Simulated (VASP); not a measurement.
# Os (P6_3/mmc) in VASP: notebook

Os is run at these levels: LDA; tasks: single point, relaxation of volume and atoms at fixed shape.

Everything below comes from runs of VASP 6.6.1. Logs are shortened: lines on timing, memory, paths and dates and some standing lists are left out, and cuts for length are marked.

## (1) The cell of the first run

It takes space group P6_3/mmc (No. 194, hexagonal). Conventional cell: a = 2.715 Å, b = 2.715 Å, c = 4.289 Å, α = 90.00°, β = 90.00°, γ = 120.00°. Os (site symmetry -6m2) has 12 Os at 2.66 to 2.71 Å within 3.5 Å.

## (2) Single point, LDA

INCAR reads:

```
SYSTEM = Os
ALGO     = Normal         ! electronic algorithm
EDIFF    = 1E-6           ! SCF threshold, eV
ENCUT    = 520            ! plane-wave cutoff, eV
GGA      = CA             ! functional
ISIF     = 2              ! what is computed and relaxed
ISMEAR   = 0              ! smearing method
LASPH    = .TRUE.         ! aspherical terms in the spheres
LCHARG   = .FALSE.        ! write CHGCAR
LREAL    = .FALSE.        ! projectors in reciprocal space
LWAVE    = .FALSE.        ! write WAVECAR
NBANDS   = 15             ! bands
NELM     = 100            ! most SCF steps
PREC     = Accurate       ! precision mode
SIGMA    = 0.1            ! smearing width, eV
```

KPOINTS reads:

```
k-points
0
G
  9 9 5
  0 0 0
```

POSCAR reads:

```
Os
1.0
    2.7146789712      0.0000000000      0.0000000000
   -1.3573394856      2.3509809522      0.0000000000
    0.0000000000      0.0000000000      4.2890160900
Os
2
Direct
    0.3333333333      0.6666666667      0.2500000000
    0.6666666667      0.3333333333      0.7500000000
```

Potentials or basis: VASP PAW LDA potentials, release 64 (Os).

Launch:

```bash
> cat potpaw_LDA.64/Os/POTCAR > POTCAR
> mpirun -np 1 vasp_std > vasp.out
```

OUTCAR:

```text
SYSTEM = Os
   EDIFF = 1E-6
   ENCUT = 520
   GGA = CA
   ISIF = 2
   ISMEAR = 0
   LASPH = .TRUE.
   LREAL = .FALSE.
   NELM = 100
   PREC = Accurate

 ion  position               nearest neighbor table
   1  0.333  0.667  0.250-   2 2.66   2 2.66   2 2.66   2 2.66   2 2.66   2 2.66
   2  0.667  0.333  0.750-   1 2.66   1 2.66   1 2.66   1 2.66   1 2.66   1 2.66

  LATTYP: Found a hexagonal cell.
 ALAT       =     2.7146789712
 C/A-ratio  =     1.5799349151

  Lattice vectors:

 A1 = (   2.7146789712,   0.0000000000,   0.0000000000)
 A2 = (  -1.3573394856,   2.3509809522,   0.0000000000)
 A3 = (   0.0000000000,   0.0000000000,   4.2890160900)

Analysis of symmetry for initial positions (statically):
=====================================================================
 Subroutine PRICEL returns:
 Original cell was already a primitive cell.

 Routine SETGRP: Setting up the symmetry group for a
 hexagonal supercell.

 Subroutine GETGRP returns: Found 24 space group operations
 (whereof 12 operations were pure point group operations)
 out of a pool of 24 trial point group operations.

The static configuration has the point symmetry D_3d.
 The point group associated with its full space group is D_6h.

Analysis of symmetry for dynamics (positions and initial velocities):
=====================================================================
 Subroutine PRICEL returns:
 Original cell was already a primitive cell.

 Routine SETGRP: Setting up the symmetry group for a
 hexagonal supercell.

 Subroutine GETGRP returns: Found 24 space group operations
 (whereof 12 operations were pure point group operations)
 out of a pool of 24 trial point group operations.

The dynamic configuration has the point symmetry D_3d.
 The point group associated with its full space group is D_6h.

 Subroutine INISYM returns: Found 24 space group operations
 (whereof 12 operations are pure point group operations),
 and found     1 'primitive' translations

----------------------------------------------------------------------------------------

                                     Primitive cell

  volume of cell :      27.3732

  direct lattice vectors                    reciprocal lattice vectors
     2.714678971  0.000000000  0.000000000     0.368367682  0.212677180  0.000000000
    -1.357339486  2.350980952  0.000000000     0.000000000  0.425354361  0.000000000
     0.000000000  0.000000000  4.289016090     0.000000000  0.000000000  0.233153707

  length of vectors
     2.714678971  2.714678971  4.289016090     0.425354361  0.425354361  0.233153707

  position of ions in fractional coordinates (direct lattice)
     0.333333333  0.666666667  0.250000000
     0.666666667  0.333333333  0.750000000

  ion indices of the primitive-cell ions
   primitive index   ion index
                 1           1
                 2           2

----------------------------------------------------------------------------------------

 KPOINTS: k-points

Automatic generation of k-mesh.
 Grid dimensions read from file:
 generate k-points for:    9    9    5

 Generating k-lattice:

  Cartesian coordinates                     Fractional coordinates (reciprocal lattice)
     0.040929742  0.023630798  0.000000000     0.111111111  0.000000000  0.000000000
     0.000000000  0.047261596  0.000000000     0.000000000  0.111111111  0.000000000
     0.000000000  0.000000000  0.046630741     0.000000000  0.000000000  0.200000000

  Length of vectors
     0.047261596  0.047261596  0.046630741

  Shift w.r.t. Gamma in fractional coordinates (k-lattice)
     0.000000000  0.000000000  0.000000000

 Subroutine IBZKPT returns following result:
 ===========================================

 Found     36 irreducible k-points:

 Following reciprocal coordinates:
            Coordinates               Weight
  0.000000  0.000000  0.000000      1.000000
  0.111111  0.000000  0.000000      6.000000
  0.222222  0.000000  0.000000      6.000000
  0.333333  0.000000  0.000000      6.000000
  0.444444  0.000000  0.000000      6.000000
  0.111111  0.111111  0.000000      6.000000
[... 16 lines left out ...]
  0.333333  0.222222  0.200000     24.000000
  0.333333  0.333333  0.200000      4.000000
 [... further k-points ...]
   k-points           NKPTS =     36   k-points in BZ     NKDIM =     36   number of bands    NBANDS=     15
   number of dos      NEDOS =    301   number of ions     NIONS =      2
   total plane-waves  NPLWV =  12800
   dimension x,y,z NGX =    20 NGY =   20 NGZ =   32
   dimension x,y,z NGXF=    40 NGYF=   40 NGZF=   64
   ions per type =               2
   NGX,Y,Z   is equivalent  to a cutoff of  12.25, 12.25, 12.40 a.u.
   NGXF,Y,Z  is equivalent  to a cutoff of  24.50, 24.50, 24.81 a.u.
 SYSTEM =  Os
   PREC   = accura    normal or accurate (medium, high low for compatibility)
   ISTART =      0    job   : 0-new  1-cont  2-samecut
   ICHARG =      2    charge: 1-file 2-atom 10-const
   ISPIN  =      1    spin polarized calculation?
   LNONCOLLINEAR =      F non collinear calculations
   LSORBIT =      F    spin-orbit coupling
   LASPH  =      T    aspherical Exc in radial PAW
   ENCUT  =  520.0 eV  38.22 Ry    6.18 a.u.   5.05  5.05  7.97*2*pi/ulx,y,z
   NELM   =    100;   NELMIN=  2; NELMDL= -5     # of ELM steps
   EDIFF  = 0.1E-05   stopping-criterion for ELM
   LREAL  =      F    real-space projection
   EDIFFG = 0.1E-04   stopping-criterion for IOM
   NSW    =      0    number of steps for IOM
   IBRION =     -1    ionic relax: 0-MD 1-quasi-New 2-CG
   NFREE  =      0    steps in history (QN), initial steepest desc. (CG)
   ISIF   =      2    stress and relaxation
   ISYM   =      2    0-nonsym 1-usesym 2-fastsym
   POTIM  = 0.5000    time-step for ionic-motion
   TEBEG  =    0.0;   TEEND  =   0.0 temperature during run
   PSTRESS=    0.0 pullay stress
   NELECT =      16.0000    total number of electrons
   NUPDOWN=      -1.0000    fix difference up-down
   EMIN   =  10.00;   EMAX   =-10.00  energy-range for DOS
   EFERMI =   0.00;   METHOD = LEGACY
   ISMEAR =     0;   SIGMA  =   0.10  broadening in eV -4-tet -1-fermi 0-gaus
   EFERMI_NEDOS =   21; number of points for ismear=-14 and -15
   IALGO  =     38    algorithm
   IMIX   =      4    mixing-type and parameters
     AMIX     =   0.40;   BMIX     =  1.00
     AMIX_MAG =   1.60;   BMIX_MAG =  1.00
  volume/ion in A,a.u.               =      13.69        92.36
  Fermi-wavevector in a.u.,A,eV,Ry     =   1.368799  2.586655 25.492028  1.873611
  Thomas-Fermi vector in A             =   2.494731
   LORBIT       =      0    0 simple, 1 ext, 2 COOP (PROOUT), +10 PAW based schemes
   GGA     = CA    functional components
   LHFCALC =     F    Hartree Fock is set to
   AEXX    =    0.0000 exact exchange contribution
   IVDW    =     0    specifies the selected vdW correction
   LEPSILON=     F    determine dielectric tensor
   LRPA    =     F    only Hartree local field effects (RPA)
 non-spin polarized calculation
 Gauss-broadening in eV      SIGMA  =   0.10
  energy-cutoff  :      520.00
  volume of cell :       27.37
 maximum number of plane-waves:       756
   NGX = 11   NGY = 11   NGZ = 15

 number of electron      15.9999998 magnetization

 Free energy of the ion-electron system (eV)
  ---------------------------------------------------
  ext. energy  EPLUGINS =         0.00000000
  ---------------------------------------------------
  free energy    TOTEN  =       -25.33647897 eV

  energy without entropy =      -25.33070625  energy(sigma->0) =      -25.33359261

 E-fermi :   9.9375     XC(G=0): -14.3019

 val. band max:        9.9215752681   @ k =   0.1111   0.1111   0.4000
 cond. band min:       9.9471712066   @ k =   0.1111   0.0000   0.4000
 fundamental gap:      0.0255959385
 Fermi energy:         9.9374983674

 k-point     1 :       0.0000    0.0000    0.0000
  band No.  band energies     occupation
      1      -1.3351      2.00000
      2       1.7561      2.00000
      3       6.5578      2.00000
      4       6.5578      2.00000
      5       6.8282      2.00000
      6       7.4278      2.00000
      7       7.4278      2.00000
      8       8.1174      2.00000
      9       8.1174      2.00000
     10       9.8826      1.56257
     11      11.4735      0.00000
     12      11.4735      0.00000
     13      19.0777      0.00000
     14      23.8321      0.00000
     15      26.5715      0.00000

 k-point     2 :       0.1111    0.0000    0.0000
  band No.  band energies     occupation
      1      -0.8302      2.00000
      2       2.1927      2.00000
      3       5.8327      2.00000
      4       7.0084      2.00000
      5       7.1098      2.00000
      6       7.3572      2.00000
      7       7.4921      2.00000
      8       7.7755      2.00000
      9       7.8487      2.00000
     10       8.5358      2.00000
     11      11.7085      0.00000
     12      13.7176      0.00000
     13      19.0268      0.00000
     14      24.8461      0.00000
     15      27.1874      0.00000

 k-point     3 :       0.2222    0.0000    0.0000
  band No.  band energies     occupation
      1       0.4879      2.00000
      2       2.9910      2.00000
      3       5.2168      2.00000
      4       5.4712      2.00000
      5       6.6261      2.00000
      6       7.0839      2.00000
      7       7.8804      2.00000
      8       8.2861      2.00000
      9       8.5798      2.00000
     10       9.0276      2.00000
     11      12.1198      0.00000
     12      16.7610      0.00000
     13      18.7154      0.00000
     14      25.0727      0.00000
     15      26.5662      0.00000
[... 343 lines left out ...]
 k-point    23 :       0.3333    0.2222    0.2000
  band No.  band energies     occupation
      1       2.9342      2.00000
      2       3.8738      2.00000
      3       4.1201      2.00000
      4       4.7648      2.00000
      5       6.0306      2.00000
      6       6.8881      2.00000
      7       7.9768      2.00000
      8      10.5300      0.00000
      9      10.9969      0.00000
     10      12.2253      0.00000
     11      14.8749      0.00000
     12      16.5502      0.00000
     13      19.3220      0.00000
     14      20.0604      0.00000
     15      23.1621      0.00000

 k-point    24 :       0.3333    0.3333    0.2000
  band No.  band energies     occupation
      1       3.3619      2.00000
      2       4.0573      2.00000
      3       4.0573      2.00000
      4       5.0447      2.00000
      5       6.2055      2.00000
      6       6.2055      2.00000
      7       8.2280      2.00000
      8      10.5998      0.00000
      9      11.3734      0.00000
     10      11.3734      0.00000
     11      15.8495      0.00000
     12      15.8495      0.00000
     13      18.3828      0.00000
     14      22.9055      0.00000
     15      22.9055      0.00000

 [... further k-points ...]
[... 5 lines left out ...]
  --------------------------------------------------------------------------------------
  -------------------------------------------------------------------------------------
  Total        0.1251885      0.1251885      0.2998771      0.0000000     -0.0000000      0.0000000
  in kB        7.3273964      7.3273964     17.5520808      0.0000000     -0.0000000      0.0000000
  external PRESSURE =      10.7356245 kB  Pullay stress =       0.0000000 kB

 VOLUME and BASIS-vectors are now :
 -----------------------------------------------------------------------------
  energy-cutoff  :      520.00
  volume of cell :       27.37
      direct lattice vectors                 reciprocal lattice vectors
     2.714678971  0.000000000  0.000000000     0.368367682  0.212677180  0.000000000
    -1.357339486  2.350980952  0.000000000     0.000000000  0.425354361  0.000000000
     0.000000000  0.000000000  4.289016090     0.000000000  0.000000000  0.233153707

 POSITION                                       TOTAL-FORCE (eV/Angst)
 -----------------------------------------------------------------------------------
     -0.00000      1.56732      1.07225        -0.000000     -0.000000      0.000000
      1.35734      0.78366      3.21676         0.000000      0.000000      0.000000
 -----------------------------------------------------------------------------------
    total drift:                               -0.000000      0.000000     -0.000000

  FREE ENERGIE OF THE ION-ELECTRON SYSTEM (eV)
  ---------------------------------------------------
  free  energy   TOTEN  =       -25.3364789717 eV

  energy  without entropy=      -25.3307062454  energy(sigma->0) =      -25.33359261
```

Run time: 5.6 s. Hardware: 1 thread of AMD EPYC 9R45 (Zen 5), shared host; peak memory 0.1 GiB.

Results:

```yaml
Free_energy: -25.3365 eV
Pressure: 1.1 GPa
Band_gap_on_the_k_mesh: zero (band 8 reaches 11.82 eV, above the bottom of band 9 at 7.85 eV)
```

Levels at points of the mesh, in eV from the Fermi level:
```
           k point  band 4  band 5  band 6  band 7  band 8  band 9  band 10  band 11  band 12  band 13
(0.00, 0.00, 0.00)   -3.38   -3.11   -2.51   -2.51   -1.82   -1.82    -0.05     1.54     1.54     9.14
```

Caveat: spin-orbit coupling is left out, which moves the levels of the heavy elements.

## (3) Relaxation of volume and atoms at fixed shape, LDA

This run uses another cell than the first one, of 13.98 Å³/atom, 1.022 times its volume.

INCAR reads:

```
SYSTEM = Os
PREC = Accurate ; ENCUT = 600
EDIFF = 1E-6 ; ISMEAR = 0
SIGMA = 0.1 ; LREAL = .False.
LASPH = .True. ; NELM = 80
ALGO = Normal ; ISIF = 8
LWAVE = .False. ; LCHARG = .False.
GGA = CA ; IBRION = 2
NSW = 80 ; EDIFFG = -0.03
```

KPOINTS reads:

```
Automatic mesh
0
Gamma
  9 9 5
  0 0 0
```

POSCAR reads:

```
Os
1.0
    2.7341000000      0.0000000000      0.0000000000
   -1.3670500000      2.3678000000      0.0000000000
    0.0000000000      0.0000000000      4.3197000000
Os
2
Direct
    0.3333333333      0.6666666667      0.2500000000
    0.6666666667      0.3333333333      0.7500000000
```

Potentials or basis: VASP PAW LDA potentials, release 64 (Os).

Launch:

```bash
> cat potpaw_LDA.64/Os/POTCAR > POTCAR
> mpirun -np 1 vasp_std > vasp.out
```

Run time: 16 s. Hardware: 1 thread of AMD EPYC 9R45 (Zen 5), shared host; peak memory 0.12 GiB.

The run converged. Its results:

```yaml
Free_energy: -25.3413 eV
Relaxed_volume: 13.74 Å³/atom
Relaxed_cell: a = 2.718 Å, b = 2.718 Å, c = 4.294 Å, α = 90.00°, β = 90.00°, γ = 120.00°
Space_group_after_relaxing_to_0.05_Å: P6_3/mmc (No. 194)
Energy_gained_by_relaxing: 6.5 meV/atom
Ionic_steps: 3
Pressure_after_relaxing: -0.3 GPa
Band_gap_on_the_k_mesh: zero (band 8 reaches 11.75 eV, above the bottom of band 9 at 7.80 eV)
```

Stress tensor (GPa, compression positive):
```
-0.65  0.00  0.00
 0.00 -0.65  0.00
 0.00  0.00  0.27
```

The path:
| step | energy change (eV) | largest force (eV/Å) | pressure (GPa) | volume (Å³) |
| --- | --- | --- | --- | --- |
| 1 | 0.0000 | 0.0000 | -8.06 | 27.96 |
| 2 | 0.2929 | 0.0000 | 47.54 | 25.21 |
| 3 | -0.0131 | 0.0000 | -0.35 | 27.47 |

Final structure:
```yaml
crystal:
  lattice:
    - [2.71798, 0.00000, 0.00000]
    - [-1.35899, 2.35384, 0.00000]
    - [0.00000, 0.00000, 4.29424]
  atoms:
    - { symbol: Os, position: [0.33333, 0.66667, 0.25000] }
    - { symbol: Os, position: [0.66667, 0.33333, 0.75000] }
```

Levels at points of the mesh, in eV from the Fermi level:
```csv
k point,band 4,band 5,band 6,band 7,band 8,band 9,band 10,band 11,band 12
"(0.00, 0.00, 0.00)",-3.36,-3.09,-2.50,-2.50,-1.81,-1.81,-0.06,1.53,1.53
```

Caveat: spin-orbit coupling is left out, which moves the levels of the heavy elements. Zero-point motion and thermal expansion aren't in these numbers.
